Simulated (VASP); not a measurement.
# Co (Fm-3m) in VASP: settings compared, part 2 of 2

VASP 6.6.1. Earlier steps stand in the parts before.

## 3. Electric field gradients, r2SCAN, collinear spin, ferromagnetic start

Contents of POSCAR:

```
Co
1.0
    0.0000000000      1.7566572351      1.7566572351
    1.7566572351      0.0000000000      1.7566572351
    1.7566572351      1.7566572351      0.0000000000
Co
1
Direct
    0.0000000000      0.0000000000      0.0000000000
```

Contents of INCAR.step1:

```
SYSTEM = Co
PREC = Accurate
ENCUT = 520
ISMEAR = -1
SIGMA = 0.05
LREAL = .False.
LASPH = .True.
NELM = 150
ISPIN = 2
MAGMOM = 2
LMAXMIX = 4
NBANDS = 14
GGA = PE
ALGO = Normal
EDIFF = 1E-4
LWAVE = .True.
LCHARG = .False.
```

Contents of INCAR.step2:

```
SYSTEM = Co
PREC = Accurate
ENCUT = 520
EDIFF = 1E-8
ISMEAR = -1
SIGMA = 0.05
LREAL = .False.
LASPH = .True.
NELM = 150
ALGO = Normal
ISIF = 2
LWAVE = .False.
LCHARG = .False.
ISPIN = 2
MAGMOM = 2
LORBIT = 11
LMAXMIX = 4
METAGGA = R2SCAN
LMIXTAU = .True.
LEFG = .True.
NBANDS = 14
ISTART = 1
```

Contents of KPOINTS:

```
Automatic mesh
0
Gamma
  18 18 18
  0 0 0
```

Potentials or basis: VASP PAW PBE potentials, release 64 (Co).

The run is started by

```sh
$ cat potpaw_PBE.64/Co/POTCAR > POTCAR
$ cp INCAR.step1 INCAR
$ mpirun -np 1 vasp_std > vasp.out
$ cp INCAR.step2 INCAR
$ mpirun -np 1 vasp_std > vasp.out
```

OUTCAR:

```text
SYSTEM = Co
   PREC = Accurate
   ENCUT = 520
   EDIFF = 1E-8
   ISMEAR = -1
   LREAL = .False.
   LASPH = .True.
   NELM = 150
   ISIF = 2
   ISPIN = 2
   LORBIT = 11
   METAGGA = R2SCAN
   ISTART = 1

 ion  position               nearest neighbor table
   1  0.000  0.000  0.000-

  LATTYP: Found a face centered cubic cell.
 ALAT       =     3.5133144702

  Lattice vectors:

 A1 = (   0.0000000000,   1.7566572351,   1.7566572351)
 A2 = (   1.7566572351,   0.0000000000,   1.7566572351)
 A3 = (   1.7566572351,   1.7566572351,   0.0000000000)

Analysis of symmetry for initial positions (statically):
=====================================================================
 Subroutine PRICEL returns:
 Original cell was already a primitive cell.

 Routine SETGRP: Setting up the symmetry group for a
 face centered cubic supercell.

 Subroutine GETGRP returns: Found 48 space group operations
 (whereof 48 operations were pure point group operations)
 out of a pool of 48 trial point group operations.

The static configuration has the point symmetry O_h .

Analysis of symmetry for dynamics (positions and initial velocities):
=====================================================================
 Subroutine PRICEL returns:
 Original cell was already a primitive cell.

 Routine SETGRP: Setting up the symmetry group for a
 face centered cubic supercell.

 Subroutine GETGRP returns: Found 48 space group operations
 (whereof 48 operations were pure point group operations)
 out of a pool of 48 trial point group operations.

The dynamic configuration has the point symmetry O_h .

Analysis of structural, dynamic, and magnetic symmetry:
=====================================================================
 Subroutine PRICEL returns:
 Original cell was already a primitive cell.

 Routine SETGRP: Setting up the symmetry group for a
 face centered cubic supercell.

 Subroutine GETGRP returns: Found 48 space group operations
 (whereof 48 operations were pure point group operations)
 out of a pool of 48 trial point group operations.

The overall configuration has the point symmetry O_h .

 Subroutine INISYM returns: Found 48 space group operations
 (whereof 48 operations are pure point group operations),
 and found     1 'primitive' translations

----------------------------------------------------------------------------------------

                                     Primitive cell

  volume of cell :      10.8415

  direct lattice vectors                    reciprocal lattice vectors
     0.000000000  1.756657235  1.756657235    -0.284631509  0.284631509  0.284631509
     1.756657235  0.000000000  1.756657235     0.284631509 -0.284631509  0.284631509
     1.756657235  1.756657235  0.000000000     0.284631509  0.284631509 -0.284631509

  length of vectors
     2.484288486  2.484288486  2.484288486     0.492996235  0.492996235  0.492996235

  position of ions in fractional coordinates (direct lattice)
     0.000000000  0.000000000  0.000000000

  ion indices of the primitive-cell ions
   primitive index   ion index
                 1           1

----------------------------------------------------------------------------------------

 KPOINTS: Automatic mesh

Automatic generation of k-mesh.
[... 108 lines left out ...]
  ---------------------------------------------------
  free energy    TOTEN  =       -13.23857478 eV

  energy without entropy =      -13.23288437  energy(sigma->0) =      -13.23572957

 E-fermi :  10.6139     XC(G=0): -14.6674

 val. band max:       10.6116282281   @ k =  -0.4444   0.2778   0.0556
 cond. band min:      10.6192861791   @ k =   0.4444   0.2778   0.0556
 fundamental gap:      0.0076579509
 Fermi energy:        10.6138751982

 spin component 1

 k-point     1 :       0.0000    0.0000    0.0000
  band No.  band energies     occupation
      1       0.9206      1.00000
      2       7.1055      1.00000
      3       7.1055      1.00000
      4       7.1055      1.00000
      5       7.7673      1.00000
      6       7.7673      1.00000
      7      34.1796      0.00000
      8      38.6673      0.00000
      9      38.6673      0.00000
     10      38.6678      0.00000
     11      41.6286      0.00000
     12      41.6287      0.00000
     13      41.6287      0.00000
     14      41.7071      0.00000
[... 379 lines left out ...]
      3       7.1265      1.00000
      4       7.1649      1.00000
      5       7.9189      1.00000
      6       8.2650      1.00000
      7      25.8990      0.00000
      8      32.9217      0.00000
      9      36.4410      0.00000
     10      38.6919      0.00000
     11      40.9862      0.00000
     12      41.1098      0.00000
     13      42.0042      0.00000
     14      45.8092      0.00000

 [... further k-points ...]

 spin component 2

 k-point     1 :       0.0000    0.0000    0.0000
  band No.  band energies     occupation
      1       0.4735      1.00000
      2       9.1013      1.00000
      3       9.1014      1.00000
      4       9.1014      1.00000
      5      11.5138      0.00000
      6      11.5139      0.00000
      7      34.0296      0.00000
      8      39.6811      0.00000
      9      39.6811      0.00000
     10      39.6812      0.00000
     11      42.3290      0.00000
     12      42.3290      0.00000
     13      42.3291      0.00000
     14      44.4850      0.00000
[... 379 lines left out ...]
      3       9.5146      1.00000
      4       9.5591      1.00000
      5      11.2251      0.00000
      6      11.6007      0.00000
      7      26.5100      0.00000
      8      33.2282      0.00000
      9      36.9574      0.00000
     10      39.6075      0.00000
     11      41.8481      0.00000
     12      41.8496      0.00000
     13      46.4649      0.00000
     14      48.5167      0.00000

 [... further k-points ...]
[... 5 lines left out ...]
  --------------------------------------------------------------------------------------
  -------------------------------------------------------------------------------------
  Total       -0.0171995     -0.0171995     -0.0171995     -0.0000000     -0.0000000      0.0000000
  in kB       -2.5417617     -2.5417617     -2.5417617     -0.0000000     -0.0000000      0.0000000
  external PRESSURE =      -2.5417617 kB  Pullay stress =       0.0000000 kB

 VOLUME and BASIS-vectors are now :
 -----------------------------------------------------------------------------
  energy-cutoff  :      520.00
  volume of cell :       10.84
      direct lattice vectors                 reciprocal lattice vectors
     0.000000000  1.756657235  1.756657235    -0.284631509  0.284631509  0.284631509
     1.756657235  0.000000000  1.756657235     0.284631509 -0.284631509  0.284631509
     1.756657235  1.756657235  0.000000000     0.284631509  0.284631509 -0.284631509

 POSITION                                       TOTAL-FORCE (eV/Angst)
 -----------------------------------------------------------------------------------
      0.00000      0.00000      0.00000        -0.000000     -0.000000      0.000000
 -----------------------------------------------------------------------------------
    total drift:                                0.000000     -0.000000      0.000000

  FREE ENERGIE OF THE ION-ELECTRON SYSTEM (eV)
  ---------------------------------------------------
  free  energy   TOTEN  =       -13.2385747814 eV

  energy  without entropy=      -13.2328843675  energy(sigma->0) =      -13.23572957

 Electric field gradients (V/A^2)
---------------------------------------------------------------------
 ion       V_xx      V_yy      V_zz      V_xy      V_xz      V_yz
---------------------------------------------------------------------
   1       0.000    -0.000     0.000     0.001     0.001     0.001
---------------------------------------------------------------------

 Electric field gradients after diagonalization (V/A^2)
 (convention: |V_zz| > |V_xx| > |V_yy|)
----------------------------------------------------------------------
 ion       V_xx      V_yy      V_zz     asymmetry (V_yy - V_xx)/ V_zz
----------------------------------------------------------------------
   1      -0.001    -0.001     0.002       0.000
----------------------------------------------------------------------

           NMR quadrupolar parameters

 Cq : quadrupolar parameter    Cq=e*Q*V_zz/h
 eta: asymmetry parameters     (V_yy - V_xx)/ V_zz
 Q  : nuclear electric quadrupole moment in mb (millibarn)
----------------------------------------------------------------------
 ion       Cq(MHz)       eta       Q (mb)
----------------------------------------------------------------------
   1       0.000       0.000       1.000
----------------------------------------------------------------------

 total charge

# of ion       s       p       d       tot
------------------------------------------
    1        0.512   0.567   7.217   8.296

 magnetization (x)

# of ion       s       p       d       tot
------------------------------------------
    1       -0.001  -0.060   1.936   1.875
```

Run time: 5.6 min. Hardware: 1 thread of AMD EPYC 7R43 (Zen 3), shared host; peak memory 0.12 GiB.

What came out:

```
Free energy                                           : -13.2386 eV
Pressure                                              : -0.3 GPa
Net moment                                            : 1.82 μB per cell
Site moments                                          : Co +1.88 μB
Valence electrons inside the program's atomic spheres : Co 8.30
```

Levels at points of the mesh, in eV from the Fermi level:
Spin up:
```tsv
k point	band 1	band 2	band 3	band 4	band 5	band 6	band 7	band 8	band 9	band 10
(0.00, 0.00, 0.00)	-9.69	-3.51	-3.51	-3.51	-2.85	-2.85	23.57	28.05	28.05	28.05
(0.50, 0.00, 0.00)	-5.96	-3.87	-3.87	-1.70	-1.70	-0.67	5.80	22.12	25.52	25.52
(0.50, 0.50, 0.00)	-6.31	-5.46	-2.08	-1.30	-1.30	2.24	9.24	15.11	15.11	19.98
```
Spin down:
| k point | band 1 | band 2 | band 3 | band 4 | band 5 | band 6 | band 7 | band 8 |
| --- | --- | --- | --- | --- | --- | --- | --- | --- |
| (0.00, 0.00, 0.00) | -10.14 | -1.51 | -1.51 | -1.51 | 0.90 | 0.90 | 23.42 | 29.07 |
| (0.50, 0.00, 0.00) | -4.94 | -1.13 | -1.13 | -1.12 | 1.32 | 1.32 | 7.13 | 21.84 |
| (0.50, 0.50, 0.00) | -4.23 | -3.95 | 1.03 | 1.03 | 1.84 | 2.01 | 10.84 | 15.58 |

Caveat: without QUAD_EFG the Cq values of the log hold for a quadrupole moment of 1 mb, not for the nuclei; the PAW data sets were made with another functional, which shifts forces and pressure a little.

## 4. Density of states, PBE, collinear spin, ferromagnetic start

POSCAR is that of step 3.

Contents of INCAR.step1:

```
ALGO     = Normal         # electronic algorithm
EDIFF    = 1E-6           # SCF threshold, eV
ENCUT    = 520            # plane-wave cutoff, eV
GGA      = PE             # functional
ISIF     = 2              # what is computed and relaxed
ISMEAR   = -1             # smearing method
ISPIN    = 2              # spin polarisation
LASPH    = T              # aspherical terms in the spheres
LCHARG   = T              # write CHGCAR
LMAXMIX  = 4              # l up to which the mixer works
LREAL    = F              # projectors in reciprocal space
LWAVE    = F              # write WAVECAR
MAGMOM   = 2              # initial moments
NBANDS   = 14             # bands
NELM     = 150            # most SCF steps
PREC     = Accurate       # precision mode
SIGMA    = 0.05           # smearing width, eV
```

Contents of KPOINTS.step1:

```
k-points
0
Gamma
  18 18 18
```

Contents of INCAR.step2:

```
ALGO     = Normal         # electronic algorithm
EDIFF    = 1E-6           # SCF threshold, eV
ENCUT    = 520            # plane-wave cutoff, eV
GGA      = PE             # functional
ICHARG   = 11             # starting density
ISIF     = 2              # what is computed and relaxed
ISMEAR   = -5             # smearing method
ISPIN    = 2              # spin polarisation
LASPH    = T              # aspherical terms in the spheres
LCHARG   = F              # write CHGCAR
LMAXMIX  = 4              # l up to which the mixer works
LORBIT   = 10             # projections on sites
LREAL    = F              # projectors in reciprocal space
LWAVE    = F              # write WAVECAR
MAGMOM   = 2              # initial moments
NEDOS    = 2001           # points of the DOS
NELM     = 150            # most SCF steps
PREC     = Accurate       # precision mode
SIGMA    = 0.05           # smearing width, eV
```

Contents of KPOINTS.step2:

```
k-points
0
Gamma
  27 27 27
```

The run is started by

```sh
$ cat potpaw_PBE.64/Co/POTCAR > POTCAR
$ cp INCAR.step1 INCAR
$ cp KPOINTS.step1 KPOINTS
$ mpirun -np 1 vasp_std > vasp.out
$ cp INCAR.step2 INCAR
$ cp KPOINTS.step2 KPOINTS
$ mpirun -np 1 vasp_std > vasp.out
```

It took 4.8 min on 1 thread of AMD EPYC 7R13, shared host; peak memory 0.17 GiB.

Results (log left out):

```
Net moment                                            : 1.63 μB per cell
Site moments                                          : Co +1.65 μB
Valence electrons inside the program's atomic spheres : Co 8.27
```

Levels at points of the mesh, in eV from the Fermi level:
Spin up:
```
           k point  band 2  band 3  band 4  band 5  band 6  band 7  band 8  band 9
(0.00, 0.00, 0.00)   -2.72   -2.72   -2.72   -1.67   -1.67   23.04   27.40   27.40
```
Spin down:
| k point | band 1 | band 2 | band 3 | band 4 | band 5 | band 6 | band 7 | band 8 | band 9 |
| --- | --- | --- | --- | --- | --- | --- | --- | --- | --- |
| (0.00, 0.00, 0.00) | -9.01 | -1.15 | -1.15 | -1.15 | 0.30 | 0.30 | 22.73 | 27.55 | 27.55 |

Caveat: tetrahedron occupations give inexact forces and stress in metals.

## 5. Overview

| task | level | k mesh for the DOS | occupations for the DOS | gap on the mesh (eV) | pressure (GPa) | moment (μB) |
| --- | --- | --- | --- | --- | --- | --- |
| electric field gradients | PBEsol | - | - | none | -9.7 | 1.62 |
| electric field gradients | r2SCAN | - | - | none | -0.3 | 1.82 |
| density of states | PBE | 27 × 27 × 27 | tetrahedron | - | - | 1.63 |

Alike in all rows: potentials or basis VASP PAW PBE potentials, release 64 (Co); spin collinear, ferromagnetic start; cell as given; k mesh 18 × 18 × 18; cutoff (eV) 520; smearing fermi-dirac 0.05 eV.

Caveats: the PAW data sets were made with another functional, which shifts forces and pressure a little (some runs); tetrahedron occupations give inexact forces and stress in metals (some runs).

Absolute energies hang on the potentials; compare differences alone.
